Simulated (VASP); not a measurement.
A run of VASP 6.6.1 is set up as follows.

Contents of INCAR:

```
SYSTEM = Rh
PREC = Accurate
ENCUT = 520
EDIFF = 1E-7
ISMEAR = -1
SIGMA = 0.1
LREAL = .False.
LASPH = .True.
NELM = 80
ALGO = Normal
ISIF = 2
LWAVE = .False.
LCHARG = .True.
GGA = B5
ALDAX = 1.0
AGGAX = 1.0
AGGAC = 1.0
ALDAC = 0.0
LELF = .True.
LVHAR = .True.
NBANDS = 14
```

The input KPOINTS:

```
Automatic mesh
0
Gamma
  23 23 23
  0 0 0
```

File POSCAR:

```
Rh
1.0
    0.0000000000      2.0259540383      2.0259540383
    2.0259540383      0.0000000000      2.0259540383
    2.0259540383      2.0259540383      0.0000000000
Rh
1
Direct
    0.0000000000      0.0000000000      0.0000000000
```

Potentials or basis: VASP PAW PBE potentials, release 64 (Rh_pv).

Launch:

```sh
$ cat potpaw_PBE.64/Rh_pv/POTCAR > POTCAR
$ mpirun -np 1 vasp_std > vasp.out
```

Q: Predict the pressure.

A: -17.4 GPa.

Caveat: the PAW data sets were made with another functional, which shifts forces and pressure a little.
